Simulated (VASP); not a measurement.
# V (Im-3m) in VASP: settings compared

Aim: see how the results for V move with the level of theory and the settings. Levels: PBE, PBEsol. Tasks: single point.

All numbers are computed with VASP 6.6.1; they aren't measurements. Logs are shortened: lines on timing, memory, paths and dates and some standing lists are left out, and cuts for length are marked.

**1. The cell of the first run**

The structure is cubic, space group Im-3m (No. 229). Conventional cell: a = 3.026 Å, b = 3.026 Å, c = 3.026 Å, α = 90.00°, β = 90.00°, γ = 90.00°. Within 3.5 Å of V (site symmetry m-3m) lie 14 V at 2.62 to 3.03 Å.

**2. Single point, PBE, collinear spin, ferromagnetic start**

File INCAR:

```
SYSTEM = V
PREC = Accurate ; ENCUT = 500
EDIFF = 1E-6 ; ISMEAR = 0
SIGMA = 0.1 ; LREAL = .False.
LASPH = .True. ; NELM = 200
ALGO = Normal ; ISIF = 2
LWAVE = .False. ; LCHARG = .False.
ISPIN = 2 ; MAGMOM = 0.51
LORBIT = 11 ; LMAXMIX = 4
GGA = PE ; NBANDS = 16
GGA_COMPAT = .False.
```

File KPOINTS:

```
Automatic mesh
0
Gamma
  6 6 6
  0.5 0.5 0.5
```

File POSCAR:

```
V
1.0
   -1.5130000000      1.5130000000      1.5130000000
    1.5130000000     -1.5130000000      1.5130000000
    1.5130000000      1.5130000000     -1.5130000000
V
1
Direct
    0.0000000000      0.0000000000      0.0000000000
```

Potentials or basis: VASP PAW PBE potentials, release 64 (V_sv).

Launch:

```
> cat potpaw_PBE.64/V_sv/POTCAR > POTCAR
> mpirun -np 1 vasp_std > vasp.out
```

OUTCAR:

```text
SYSTEM = V
   PREC = Accurate
   ENCUT = 500
   EDIFF = 1E-6
   ISMEAR = 0
   LREAL = .False.
   LASPH = .True.
   NELM = 200
   ISIF = 2
   ISPIN = 2
   LORBIT = 11
   GGA = PE

 ion  position               nearest neighbor table
   1  0.000  0.000  0.000-

  LATTYP: Found a body centered cubic cell.
 ALAT       =     3.0260000000

  Lattice vectors:

 A1 = (  -1.5130000000,   1.5130000000,   1.5130000000)
 A2 = (   1.5130000000,  -1.5130000000,   1.5130000000)
 A3 = (   1.5130000000,   1.5130000000,  -1.5130000000)

Analysis of symmetry for initial positions (statically):
=====================================================================
 Subroutine PRICEL returns:
 Original cell was already a primitive cell.

 Routine SETGRP: Setting up the symmetry group for a
 body centered cubic supercell.

 Subroutine GETGRP returns: Found 48 space group operations
 (whereof 48 operations were pure point group operations)
 out of a pool of 48 trial point group operations.

The static configuration has the point symmetry O_h .

Analysis of symmetry for dynamics (positions and initial velocities):
=====================================================================
 Subroutine PRICEL returns:
 Original cell was already a primitive cell.

 Routine SETGRP: Setting up the symmetry group for a
 body centered cubic supercell.

 Subroutine GETGRP returns: Found 48 space group operations
 (whereof 48 operations were pure point group operations)
 out of a pool of 48 trial point group operations.

The dynamic configuration has the point symmetry O_h .

Analysis of structural, dynamic, and magnetic symmetry:
=====================================================================
 Subroutine PRICEL returns:
 Original cell was already a primitive cell.

 Routine SETGRP: Setting up the symmetry group for a
 body centered cubic supercell.

 Subroutine GETGRP returns: Found 48 space group operations
 (whereof 48 operations were pure point group operations)
 out of a pool of 48 trial point group operations.

The overall configuration has the point symmetry O_h .

 Subroutine INISYM returns: Found 48 space group operations
 (whereof 48 operations are pure point group operations),
 and found     1 'primitive' translations

----------------------------------------------------------------------------------------

                                     Primitive cell

  volume of cell :      13.8541

  direct lattice vectors                    reciprocal lattice vectors
    -1.513000000  1.513000000  1.513000000     0.000000000  0.330469266  0.330469266
[... 93 lines left out ...]
     AMIX_MAG =   1.60;   BMIX_MAG =  1.00
  volume/ion in A,a.u.               =      13.85        93.49
  Fermi-wavevector in a.u.,A,eV,Ry     =   1.602742  3.028744 34.950411  2.568783
  Thomas-Fermi vector in A             =   2.699515
   LORBIT       =     11    0 simple, 1 ext, 2 COOP (PROOUT), +10 PAW based schemes
   GGA     = PE    functional components
   LHFCALC =     F    Hartree Fock is set to
   AEXX    =    0.0000 exact exchange contribution
   IVDW    =     0    specifies the selected vdW correction
   LEPSILON=     F    determine dielectric tensor
   LRPA    =     F    only Hartree local field effects (RPA)
 spin polarized calculation
 Gauss-broadening in eV      SIGMA  =   0.10
  energy-cutoff  :      500.00
  volume of cell :       13.85
 maximum number of plane-waves:       366
   NGX =  9   NGY =  9   NGZ =  9

 number of electron      12.9999996 magnetization       0.0027136

 Free energy of the ion-electron system (eV)
  ---------------------------------------------------
  ext. energy  EPLUGINS =         0.00000000
  ---------------------------------------------------
  free energy    TOTEN  =        -9.02118682 eV

  energy without entropy =       -9.01094415  energy(sigma->0) =       -9.01606549

 E-fermi :   9.3738     XC(G=0): -12.7422

 val. band max:        9.2785515214   @ k =  -0.2500   0.4167   0.0833
 cond. band min:       9.3793335728   @ k =  -0.2500   0.2500   0.0833
 fundamental gap:      0.1007820514
 Fermi energy:         9.3738320543

 spin component 1

 k-point     1 :       0.0833    0.0833    0.0833
  band No.  band energies     occupation
      1     -54.2480      1.00000
      2     -27.9727      1.00000
      3     -27.6994      1.00000
      4     -27.6994      1.00000
      5       4.3581      1.00000
      6       9.2553      0.95310
[... 242 lines left out ...]
      2     -28.2246      1.00000
      3     -28.1843      1.00000
      4     -28.1843      1.00000
      5       6.8011      1.00000
      6       6.8201      1.00000
[... 8 lines left out ...]
     15      32.2601      0.00000
     16      40.9400      0.00000
 Fermi energy:         9.3738320543

 spin component 2

 k-point     1 :       0.0833    0.0833    0.0833
  band No.  band energies     occupation
      1     -54.2458      1.00000
      2     -27.9705      1.00000
      3     -27.6971      1.00000
      4     -27.6971      1.00000
      5       4.3599      1.00000
      6       9.2577      0.94981
[... 243 lines left out ...]
      3     -28.1820      1.00000
      4     -28.1820      1.00000
      5       6.8023      1.00000
      6       6.8213      1.00000
[... 8 lines left out ...]
     15      32.2614      0.00000
     16      40.9432      0.00000

------------------------ aborting loop because EDIFF is reached ----------------------------------------

  FORCE on cell =-STRESS in cart. coord.  units (eV):
  Direction    XX          YY          ZZ          XY          YZ          ZX
  --------------------------------------------------------------------------------------
  -------------------------------------------------------------------------------------
  Total       -0.5562176     -0.5562176     -0.5562176      0.0000000     -0.0000000      0.0000000
  in kB      -64.3248077    -64.3248077    -64.3248077      0.0000000     -0.0000000      0.0000000
  external PRESSURE =     -64.3248077 kB  Pullay stress =       0.0000000 kB

 VOLUME and BASIS-vectors are now :
 -----------------------------------------------------------------------------
  energy-cutoff  :      500.00
  volume of cell :       13.85
      direct lattice vectors                 reciprocal lattice vectors
    -1.513000000  1.513000000  1.513000000     0.000000000  0.330469266  0.330469266
     1.513000000 -1.513000000  1.513000000     0.330469266  0.000000000  0.330469266
     1.513000000  1.513000000 -1.513000000     0.330469266  0.330469266  0.000000000

 POSITION                                       TOTAL-FORCE (eV/Angst)
 -----------------------------------------------------------------------------------
      0.00000      0.00000      0.00000         0.000000     -0.000000     -0.000000
 -----------------------------------------------------------------------------------
    total drift:                                0.000000     -0.000000      0.000000

  FREE ENERGIE OF THE ION-ELECTRON SYSTEM (eV)
  ---------------------------------------------------
  free  energy   TOTEN  =        -9.0211868248 eV

  energy  without entropy=       -9.0109441534  energy(sigma->0) =       -9.01606549

 total charge

# of ion       s       p       d       tot
------------------------------------------
    1        2.332   6.200   3.087  11.620

 magnetization (x)

# of ion       s       p       d       tot
------------------------------------------
    1        0.000   0.000   0.002   0.002
```

OSZICAR:

```text
N       E                     dE             d eps       ncg     rms          rms(c)
DAV:   1     0.881412451281E+02    0.88141E+02   -0.63558E+03   912   0.850E+02
DAV:   2    -0.894680726909E+01   -0.97088E+02   -0.93416E+02   968   0.264E+02
DAV:   3    -0.103987869741E+02   -0.14520E+01   -0.14502E+01  1016   0.347E+01
DAV:   4    -0.104045332296E+02   -0.57463E-02   -0.57461E-02  1104   0.231E+00
DAV:   5    -0.104045834142E+02   -0.50185E-04   -0.50184E-04  1032   0.201E-01    0.176E+01
DAV:   6    -0.902967348075E+01    0.13749E+01   -0.16420E+00   896   0.226E+01    0.166E+00
DAV:   7    -0.902682669128E+01    0.28468E-02   -0.41236E-02   968   0.216E+00    0.117E+00
DAV:   8    -0.901965650625E+01    0.71702E-02   -0.41111E-03  1016   0.753E-01    0.599E-01
DAV:   9    -0.902112963494E+01   -0.14731E-02   -0.65456E-04  1008   0.306E-01    0.120E-01
DAV:  10    -0.902118082798E+01   -0.51193E-04   -0.25237E-05  1000   0.496E-02    0.356E-02
DAV:  11    -0.902118730674E+01   -0.64788E-05   -0.46886E-06   952   0.235E-02    0.177E-02
DAV:  12    -0.902118682480E+01    0.48194E-06   -0.28293E-06   872   0.140E-02
   1 F= -.90211868E+01 E0= -.90160655E+01  d E =-.102427E-01  mag=     0.0019
```

Wall time 14 s (1 thread of AMD EPYC 7R13, shared host); peak memory 0.1 GiB.

Results:

```yaml
Free_energy: -9.0212 eV
Pressure: -6.4 GPa
Net_moment: 0.00 μB per cell
Valence_electrons_inside_the_program's_atomic_spheres: V 11.62
```

Levels at points of the mesh, in eV from the Fermi level:
Spin up:
| k point | band 2 | band 3 | band 4 | band 5 | band 6 | band 7 | band 8 | band 9 | band 10 | band 11 |
| --- | --- | --- | --- | --- | --- | --- | --- | --- | --- | --- |
| (0.08, 0.08, 0.08) | -37.35 | -37.07 | -37.07 | -5.02 | -0.12 | -0.12 | 1.76 | 2.28 | 2.28 | 18.00 |
Spin down:
```tsv
k point	band 4	band 5	band 6	band 7	band 8	band 9
(0.08, 0.08, 0.08)	-37.07	-5.01	-0.12	-0.12	1.76	2.28
```

Caveat: the k points lie up to 0.49 Å⁻¹ apart.

**3. Single point, PBEsol, collinear spin, ferromagnetic start**

File INCAR:

```
SYSTEM = V
  ALGO = Normal
  EDIFF = 1E-6
  ENCUT = 500
  GGA = PS
  GGA_COMPAT = .FALSE.
  ISIF = 2
  ISMEAR = 1
  ISPIN = 2
  LASPH = .TRUE.
  LCHARG = .TRUE.
  LELF = .TRUE.
  LMAXMIX = 4
  LORBIT = 11
  LREAL = .FALSE.
  LVHAR = .TRUE.
  LWAVE = .FALSE.
  MAGMOM = 0.51
  NBANDS = 16
  NELM = 200
  PREC = Accurate
  SIGMA = 0.03
```

File KPOINTS:

```
k-points
0
G
  6 6 6
  0 0 0
```

POSCAR is that of step 2.

Potentials or basis: VASP PAW PBE potentials, release 64 (V_sv).

Launch:

```
> cat potpaw_PBE.64/V_sv/POTCAR > POTCAR
> mpirun -np 1 vasp_std > vasp.out
```

Run time: 16 s. Hardware: 1 thread of AMD EPYC 7R13, shared host; peak memory 0.1 GiB.

The run converged. Its results:

| Quantity | Value |
| --- | --- |
| Free energy | -9.5633 eV |
| Pressure | -10.3 GPa |
| Net moment | 0.63 μB per cell |
| Site moments | V +0.50 μB |
| Valence electrons inside the program's atomic spheres | V 11.61 |

Levels at points of the mesh, in eV from the Fermi level:
Spin up:
| k point | band 4 | band 5 | band 6 | band 7 | band 8 | band 9 | band 10 | band 11 |
| --- | --- | --- | --- | --- | --- | --- | --- | --- |
| (0.00, 0.00, 0.00) | -37.19 | -6.81 | 0.11 | 0.11 | 0.11 | 2.16 | 2.16 | 20.00 |
| (0.50, 0.00, 0.00) | -37.20 | -3.36 | -1.37 | 1.28 | 2.12 | 2.50 | 3.71 | 9.56 |
| (0.50, 0.50, 0.50) | -37.77 | -3.09 | -3.09 | 3.33 | 3.33 | 3.33 | 9.62 | 9.62 |
Spin down:
| k point | band 4 | band 5 | band 6 | band 7 | band 8 | band 9 |
| --- | --- | --- | --- | --- | --- | --- |
| (0.00, 0.00, 0.00) | -36.77 | -6.36 | 0.64 | 0.64 | 0.64 | 2.46 |
| (0.50, 0.00, 0.00) | -36.77 | -2.90 | -0.85 | 1.72 | 2.50 | 2.81 |
| (0.50, 0.50, 0.50) | -37.33 | -2.75 | -2.75 | 3.85 | 3.85 | 3.85 |

Caveat: the k points lie up to 0.49 Å⁻¹ apart; the PAW data sets were made with another functional, which shifts forces and pressure a little.

**4. Single point, PBE, collinear spin, ferromagnetic start**

This run uses another cell than the first one, of 14.41 Å³/atom, 1.040 times its volume.

File INCAR:

```
SYSTEM = V
PREC     = Accurate       ! precision mode
ENCUT    = 500            ! plane-wave cutoff, eV
EDIFF    = 1E-6           ! SCF threshold, eV
ISMEAR   = 0              ! smearing method
SIGMA    = 0.1            ! smearing width, eV
LREAL    = .False.        ! projectors in reciprocal space
LASPH    = .True.         ! aspherical terms in the spheres
NELM     = 200            ! most SCF steps
ALGO     = Normal         ! electronic algorithm
ISIF     = 2              ! what is computed and relaxed
LWAVE    = .False.        ! write WAVECAR
LCHARG   = .False.        ! write CHGCAR
ISPIN    = 2              ! spin polarisation
MAGMOM   = 3              ! initial moments
LORBIT   = 11             ! projections on sites
LMAXMIX  = 4              ! l up to which the mixer works
GGA      = PE             ! functional
NBANDS   = 16             ! bands
GGA_COMPAT= .False.
```

File KPOINTS:

```
Automatic mesh
0
Gamma
  6 6 6
  0 0 0
```

File POSCAR:

```
V
1.0
   -1.5329101780      1.5329101780      1.5329101780
    1.5329101780     -1.5329101780      1.5329101780
    1.5329101780      1.5329101780     -1.5329101780
V
1
Direct
    0.0000000000      0.0000000000      0.0000000000
```

Launch:

```
> cat potpaw_PBE.64/V_sv/POTCAR > POTCAR
> mpirun -np 1 vasp_std > vasp.out
```

Wall time 19 s (1 thread of AMD EPYC 7R13, shared host); peak memory 0.1 GiB.

Results (log left out):

```
Free energy                                           : -8.9310 eV
Pressure                                              : -9.5 GPa
Net moment                                            : 0.62 μB per cell
Site moments                                          : V +0.49 μB
Valence electrons inside the program's atomic spheres : V 11.54
```

Levels at points of the mesh, in eV from the Fermi level:
Spin up:
| k point | band 5 | band 6 | band 7 | band 8 | band 9 | band 10 |
| --- | --- | --- | --- | --- | --- | --- |
| (0.00, 0.00, 0.00) | -6.67 | 0.09 | 0.09 | 0.09 | 2.09 | 2.09 |
| (0.50, 0.00, 0.00) | -3.20 | -1.30 | 1.19 | 2.03 | 2.40 | 3.47 |
| (0.50, 0.50, 0.50) | -2.87 | -2.87 | 3.12 | 3.12 | 3.12 | 9.31 |
Spin down:
| k point | band 4 | band 5 | band 6 | band 7 | band 8 | band 9 |
| --- | --- | --- | --- | --- | --- | --- |
| (0.00, 0.00, 0.00) | -37.01 | -6.25 | 0.65 | 0.65 | 0.65 | 2.34 |
| (0.50, 0.00, 0.00) | -37.01 | -2.76 | -0.75 | 1.60 | 2.38 | 2.66 |
| (0.50, 0.50, 0.50) | -37.51 | -2.59 | -2.59 | 3.66 | 3.66 | 3.66 |

Caveat: the k points lie up to 0.48 Å⁻¹ apart.

**5. Single point, PBE, non-collinear spin, zero start, spin-orbit coupling**

File INCAR:

```
ALGO = Normal
EDIFF = 1E-6
ENCUT = 500
GGA = PE
GGA_COMPAT = False
ISIF = 2
ISMEAR = 0
LASPH = True
LCHARG = True
LMAXMIX = 4
LORBIT = 11
LORBMOM = True
LREAL = False
LSORBIT = True
LVHAR = True
LWAVE = False
MAGMOM = 0 0 0
NBANDS = 24
NELM = 200
PREC = Accurate
SIGMA = 0.1
```

File KPOINTS:

```
k-points
0
Gamma
  6 6 6
```

File POSCAR:

```
V
1.0
   -1.5130000000      1.5130000000      1.5130000000
    1.5130000000     -1.5130000000      1.5130000000
    1.5130000000      1.5130000000     -1.5130000000
V
1
Direct
    0.0000000000      0.0000000000      0.0000000000
```

Launch:

```
> cat potpaw_PBE.64/V_sv/POTCAR > POTCAR
> mpirun -np 1 vasp_ncl > vasp.out
```

It took 26 s on 1 thread of AMD EPYC 7R13, shared host; peak memory 0.13 GiB.

The run converged. Its results:

```
Free energy                                           : -8.9410 eV
Pressure                                              : -3.0 GPa
Net moment                                            : 0.00 μB per cell
Valence electrons inside the program's atomic spheres : V 11.59
```

Moments on the atoms (μB; x, y, z):
```
V   0.00 0.00 0.00
```

Caveat: the k points lie up to 0.49 Å⁻¹ apart.

**6. Summary**

| level | spin | cell | k mesh | smearing | gap on the mesh (eV) | pressure (GPa) | moment (μB) |
| --- | --- | --- | --- | --- | --- | --- | --- |
| PBE | collinear, ferromagnetic start | a = 2.621 Å, angles 109.5°, 1 atom | 6 × 6 × 6, shifted | gaussian 0.1 eV | none | -6.4 | 0.00 |
| PBEsol | collinear, ferromagnetic start | a = 2.621 Å, angles 109.5°, 1 atom | 6 × 6 × 6 | methfessel-paxton 0.03 eV | none | -10.3 | 0.63 |
| PBE | collinear, ferromagnetic start | a = 2.655 Å, angles 109.5°, 1 atom | 6 × 6 × 6 | gaussian 0.1 eV | none | -9.5 | 0.62 |
| PBE | non-collinear, zero start, SOC | a = 2.621 Å, angles 109.5°, 1 atom | 6 × 6 × 6 | gaussian 0.1 eV | - | -3.0 | 0.00 |

Alike in all rows: task single point; potentials or basis VASP PAW PBE potentials, release 64 (V_sv); cutoff (eV) 500.

Caveats: all runs use coarse meshes; the PAW data sets were made with another functional, which shifts forces and pressure a little (some runs).

Absolute energies hang on the potentials; compare differences alone.
